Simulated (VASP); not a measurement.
# Cu (Fm-3m) in VASP: notebook

Cu is run at these levels: r2SCAN; tasks: single point.

All numbers are computed with VASP 6.6.1; they aren't measurements. Logs are shortened: lines on timing, memory, paths and dates and some standing lists are left out, and cuts for length are marked.

### Step 1. The cell of the first run

It takes space group Fm-3m (No. 225, cubic). The conventional cell has a = 2.741 Å, b = 2.741 Å, c = 2.741 Å, α = 90.00°, β = 90.00°, γ = 90.00°. Cu (site symmetry m-3m) has 12 Cu at 1.94 Å within 2.6 Å.

### Step 2. Single point, r2SCAN (volume scaled by 0.45)

POSCAR

```
Cu
1.0
    0.0000000000      1.3705872886      1.3705872886
    1.3705872886      0.0000000000      1.3705872886
    1.3705872886      1.3705872886      0.0000000000
Cu
1
Direct
    0.0000000000      0.0000000000      0.0000000000
```

INCAR.step1

```
PREC = Accurate
ENCUT = 520
ISMEAR = -1
SIGMA = 0.1
LREAL = False
LASPH = True
NELM = 80
NBANDS = 12
GGA = PE
ALGO = Normal
EDIFF = 1E-4
LWAVE = True
LCHARG = False
```

INCAR.step2

```
PREC = Accurate
ENCUT = 520
EDIFF = 1E-6
ISMEAR = -1
SIGMA = 0.1
LREAL = False
LASPH = True
NELM = 80
ALGO = Normal
ISIF = 2
LWAVE = False
LCHARG = True
METAGGA = R2SCAN
LMIXTAU = True
LELF = True
LVHAR = True
NBANDS = 12
ISTART = 1
```

KPOINTS

```
regular mesh
0
Gamma
  20 20 20
```

Potentials or basis: VASP PAW PBE potentials, release 64 (Cu).

On the command line:

```
> cat potpaw_PBE.64/Cu/POTCAR > POTCAR
> cp INCAR.step1 INCAR
> mpirun -np 1 vasp_std > vasp.out
> cp INCAR.step2 INCAR
> mpirun -np 1 vasp_std > vasp.out
```

OUTCAR:

```text
PREC = Accurate
   ENCUT = 520
   EDIFF = 1E-6
   ISMEAR = -1
   LREAL = False
   LASPH = True
   NELM = 80
   ISIF = 2
   METAGGA = R2SCAN
   ISTART = 1

 ion  position               nearest neighbor table
   1  0.000  0.000  0.000-

  LATTYP: Found a face centered cubic cell.
 ALAT       =     2.7411745772

  Lattice vectors:

 A1 = (   0.0000000000,   1.3705872886,   1.3705872886)
 A2 = (   1.3705872886,   0.0000000000,   1.3705872886)
 A3 = (   1.3705872886,   1.3705872886,   0.0000000000)

Analysis of symmetry for initial positions (statically):
=====================================================================
 Subroutine PRICEL returns:
 Original cell was already a primitive cell.

 Routine SETGRP: Setting up the symmetry group for a
 face centered cubic supercell.

 Subroutine GETGRP returns: Found 48 space group operations
 (whereof 48 operations were pure point group operations)
 out of a pool of 48 trial point group operations.

The static configuration has the point symmetry O_h .

Analysis of symmetry for dynamics (positions and initial velocities):
=====================================================================
 Subroutine PRICEL returns:
 Original cell was already a primitive cell.

 Routine SETGRP: Setting up the symmetry group for a
 face centered cubic supercell.

 Subroutine GETGRP returns: Found 48 space group operations
 (whereof 48 operations were pure point group operations)
 out of a pool of 48 trial point group operations.

The dynamic configuration has the point symmetry O_h .

 Subroutine INISYM returns: Found 48 space group operations
 (whereof 48 operations are pure point group operations),
 and found     1 'primitive' translations

----------------------------------------------------------------------------------------

                                     Primitive cell

  volume of cell :       5.1493

  direct lattice vectors                    reciprocal lattice vectors
     0.000000000  1.370587289  1.370587289    -0.364807119  0.364807119  0.364807119
     1.370587289  0.000000000  1.370587289     0.364807119 -0.364807119  0.364807119
     1.370587289  1.370587289  0.000000000     0.364807119  0.364807119 -0.364807119

  length of vectors
     1.938303132  1.938303132  1.938303132     0.631864465  0.631864465  0.631864465

  position of ions in fractional coordinates (direct lattice)
     0.000000000  0.000000000  0.000000000

  ion indices of the primitive-cell ions
   primitive index   ion index
                 1           1

----------------------------------------------------------------------------------------

 KPOINTS: regular mesh

Automatic generation of k-mesh.
 Grid dimensions read from file:
 generate k-points for:   20   20   20

 Generating k-lattice:

  Cartesian coordinates                     Fractional coordinates (reciprocal lattice)
    -0.018240356  0.018240356  0.018240356     0.050000000  0.000000000  0.000000000
     0.018240356 -0.018240356  0.018240356     0.000000000  0.050000000  0.000000000
     0.018240356  0.018240356 -0.018240356     0.000000000  0.000000000  0.050000000

  Length of vectors
     0.031593223  0.031593223  0.031593223

  Shift w.r.t. Gamma in fractional coordinates (k-lattice)
     0.000000000  0.000000000  0.000000000

 Subroutine IBZKPT returns following result:
 ===========================================

 Found    256 irreducible k-points:

 Following reciprocal coordinates:
            Coordinates               Weight
  0.000000  0.000000  0.000000      1.000000
  0.050000  0.000000  0.000000      8.000000
  0.100000  0.000000  0.000000      8.000000
  0.150000  0.000000  0.000000      8.000000
  0.200000  0.000000  0.000000      8.000000
  0.250000  0.000000  0.000000      8.000000
[... 16 lines left out ...]
 -0.400000  0.050000  0.000000     24.000000
 -0.350000  0.050000  0.000000     24.000000
 [... further k-points ...]
   k-points           NKPTS =    256   k-points in BZ     NKDIM =    256   number of bands    NBANDS=     12
   number of dos      NEDOS =    301   number of ions     NIONS =      1
   total plane-waves  NPLWV =   2744
   dimension x,y,z NGX =    14 NGY =   14 NGZ =   14
   dimension x,y,z NGXF=    28 NGYF=   28 NGZF=   28
   ions per type =               1
   NGX,Y,Z   is equivalent  to a cutoff of  12.01, 12.01, 12.01 a.u.
   NGXF,Y,Z  is equivalent  to a cutoff of  24.02, 24.02, 24.02 a.u.
 SYSTEM =  unknown system
   PREC   = accura    normal or accurate (medium, high low for compatibility)
   ISTART =      1    job   : 0-new  1-cont  2-samecut
   ICHARG =      0    charge: 1-file 2-atom 10-const
   ISPIN  =      1    spin polarized calculation?
   LNONCOLLINEAR =      F non collinear calculations
   LSORBIT =      F    spin-orbit coupling
   LASPH  =      T    aspherical Exc in radial PAW
   ENCUT  =  520.0 eV  38.22 Ry    6.18 a.u.   3.60  3.60  3.60*2*pi/ulx,y,z
   NELM   =     80;   NELMIN=  2; NELMDL=  0     # of ELM steps
   EDIFF  = 0.1E-05   stopping-criterion for ELM
   LREAL  =      F    real-space projection
   EDIFFG = 0.1E-04   stopping-criterion for IOM
   NSW    =      0    number of steps for IOM
   IBRION =     -1    ionic relax: 0-MD 1-quasi-New 2-CG
   NFREE  =      0    steps in history (QN), initial steepest desc. (CG)
   ISIF   =      2    stress and relaxation
   ISYM   =      2    0-nonsym 1-usesym 2-fastsym
   POTIM  = 0.5000    time-step for ionic-motion
   TEBEG  =    0.0;   TEEND  =   0.0 temperature during run
   PSTRESS=    0.0 pullay stress
   NELECT =      11.0000    total number of electrons
   NUPDOWN=      -1.0000    fix difference up-down
   EMIN   =  10.00;   EMAX   =-10.00  energy-range for DOS
   EFERMI =   0.00;   METHOD = LEGACY
   ISMEAR =    -1;   SIGMA  =   0.10  broadening in eV -4-tet -1-fermi 0-gaus
   EFERMI_NEDOS =   21; number of points for ismear=-14 and -15
   IALGO  =     38    algorithm
   IMIX   =      4    mixing-type and parameters
     AMIX     =   0.40;   BMIX     =  1.00
     AMIX_MAG =   1.60;   BMIX_MAG =  1.00
  volume/ion in A,a.u.               =       5.15        34.75
  Fermi-wavevector in a.u.,A,eV,Ry     =   2.108413  3.984323 60.483415  4.445406
  Thomas-Fermi vector in A             =   3.096220
   LORBIT       =      0    0 simple, 1 ext, 2 COOP (PROOUT), +10 PAW based schemes
   METAGGA = R2SCAN    functional components
   LHFCALC =     F    Hartree Fock is set to
   AEXX    =    0.0000 exact exchange contribution
   IVDW    =     0    specifies the selected vdW correction
   LEPSILON=     F    determine dielectric tensor
   LRPA    =     F    only Hartree local field effects (RPA)
 non-spin polarized calculation
  energy-cutoff  :      520.00
  volume of cell :        5.15
 maximum number of plane-waves:       150
   NGX =  7   NGY =  7   NGZ =  7

 number of electron      10.9999994 magnetization

 Free energy of the ion-electron system (eV)
  ---------------------------------------------------
  ext. energy  EPLUGINS =         0.00000000
  ---------------------------------------------------
  free energy    TOTEN  =        -2.35815222 eV

  energy without entropy =       -2.35114398  energy(sigma->0) =       -2.35464810

 E-fermi :  24.8342     XC(G=0): -20.3596

 val. band max:       24.7987250868   @ k =  -0.4000   0.1500   0.0500
 cond. band min:      24.8351513238   @ k =  -0.2500   0.2500   0.1000
 fundamental gap:      0.0364262370
 Fermi energy:        24.8341608579

 k-point     1 :       0.0000    0.0000    0.0000
  band No.  band energies     occupation
      1       5.7522      2.00000
      2      15.9639      2.00000
      3      15.9639      2.00000
      4      15.9639      2.00000
      5      18.9785      2.00000
      6      18.9785      2.00000
      7      52.1618      0.00000
      8      62.9717      0.00000
      9      62.9722      0.00000
     10      62.9722      0.00000
     11      71.7507      0.00000
     12      72.4754      0.00000

 k-point     2 :       0.0500    0.0000    0.0000
  band No.  band energies     occupation
      1       5.9337      2.00000
      2      15.8811      2.00000
      3      16.0238      2.00000
      4      16.0238      2.00000
      5      18.9446      2.00000
      6      18.9446      2.00000
      7      52.2183      0.00000
      8      61.2810      0.00000
      9      63.0259      0.00000
     10      63.0263      0.00000
     11      71.8955      0.00000
     12      72.4898      0.00000

 k-point     3 :       0.1000    0.0000    0.0000
  band No.  band energies     occupation
      1       6.4636      2.00000
      2      15.6569      2.00000
      3      16.1840      2.00000
      4      16.1840      2.00000
      5      18.8646      2.00000
      6      18.8646      2.00000
      7      52.2250      0.00000
      8      58.2236      0.00000
      9      63.1724      0.00000
     10      63.1729      0.00000
     11      71.1998      0.00000
     12      72.4565      0.00000

 k-point     4 :       0.1500    0.0000    0.0000
  band No.  band energies     occupation
      1       7.2939      2.00000
      2      15.3633      2.00000
      3      16.3800      2.00000
      4      16.3800      2.00000
      5      18.8083      2.00000
      6      18.8084      2.00000
      7      51.5015      0.00000
      8      55.6386      0.00000
      9      63.3705      0.00000
     10      63.3709      0.00000
     11      70.5844      0.00000
     12      72.1590      0.00000

 k-point     5 :       0.2000    0.0000    0.0000
  band No.  band energies     occupation
      1       8.3238      2.00000
      2      15.1257      2.00000
      3      16.5013      2.00000
      4      16.5013      2.00000
      5      18.8891      2.00000
      6      18.8891      2.00000
      7      49.2354      0.00000
      8      54.3747      0.00000
      9      63.5661      0.00000
     10      63.5665      0.00000
     11      70.5599      0.00000
     12      71.3774      0.00000
[... 228 lines left out ...]
      1      10.6090      2.00000
      2      15.5833      2.00000
      3      15.8395      2.00000
      4      19.0087      2.00000
      5      21.0523      2.00000
      6      22.1346      2.00000
      7      35.1700      0.00000
      8      50.3580      0.00000
      9      61.4577      0.00000
     10      61.5289      0.00000
     11      67.6123      0.00000
     12      67.6864      0.00000

 k-point    22 :      -0.4500    0.0500    0.0000
  band No.  band energies     occupation
      1      10.6176      2.00000
      2      15.6160      2.00000
      3      15.8384      2.00000
      4      18.9255      2.00000
      5      20.9048      2.00000
      6      22.1045      2.00000
      7      35.4179      0.00000
      8      50.3981      0.00000
      9      61.0005      0.00000
     10      62.2580      0.00000
     11      67.2348      0.00000
     12      67.9255      0.00000

 k-point    23 :      -0.4000    0.0500    0.0000
  band No.  band energies     occupation
      1      10.6537      2.00000
      2      15.7393      2.00000
      3      15.9253      2.00000
      4      18.1567      2.00000
      5      20.5537      2.00000
      6      21.6209      2.00000
      7      36.9772      0.00000
      8      50.7499      0.00000
      9      60.8567      0.00000
     10      63.4701      0.00000
     11      66.8518      0.00000
     12      68.2513      0.00000

 k-point    24 :      -0.3500    0.0500    0.0000
  band No.  band energies     occupation
      1      10.6442      2.00000
      2      15.9342      2.00000
      3      16.0890      2.00000
      4      16.9468      2.00000
      5      20.0525      2.00000
      6      21.0153      2.00000
      7      39.3714      0.00000
      8      51.3654      0.00000
      9      61.0225      0.00000
     10      65.0583      0.00000
     11      66.4996      0.00000
     12      68.5222      0.00000

 [... further k-points ...]
[... 5 lines left out ...]
  --------------------------------------------------------------------------------------
  -------------------------------------------------------------------------------------
  Total       30.2065828     30.2065828     30.2065828      0.0000000      0.0000000      0.0000000
  in kB     9398.5766057   9398.5766057   9398.5766057      0.0000000      0.0000000      0.0000000
  external PRESSURE =    9398.5766057 kB  Pullay stress =       0.0000000 kB

 VOLUME and BASIS-vectors are now :
 -----------------------------------------------------------------------------
  energy-cutoff  :      520.00
  volume of cell :        5.15
      direct lattice vectors                 reciprocal lattice vectors
     0.000000000  1.370587289  1.370587289    -0.364807119  0.364807119  0.364807119
     1.370587289  0.000000000  1.370587289     0.364807119 -0.364807119  0.364807119
     1.370587289  1.370587289  0.000000000     0.364807119  0.364807119 -0.364807119

 POSITION                                       TOTAL-FORCE (eV/Angst)
 -----------------------------------------------------------------------------------
      0.00000      0.00000      0.00000         0.000000      0.000000      0.000000
 -----------------------------------------------------------------------------------
    total drift:                               -0.000000     -0.000000     -0.000000

  FREE ENERGIE OF THE ION-ELECTRON SYSTEM (eV)
  ---------------------------------------------------
  free  energy   TOTEN  =        -2.3581522216 eV

  energy  without entropy=       -2.3511439821  energy(sigma->0) =       -2.35464810
```

Run time: 24 s. Hardware: 1 thread of Intel Xeon 6975P-C, shared host; peak memory 0.13 GiB.

The run converged, but its numbers aren't listed here, since they failed a check.

Caveat: the PAW data sets were made with another functional, which shifts forces and pressure a little.

(Part 1 of 2 ends here.)
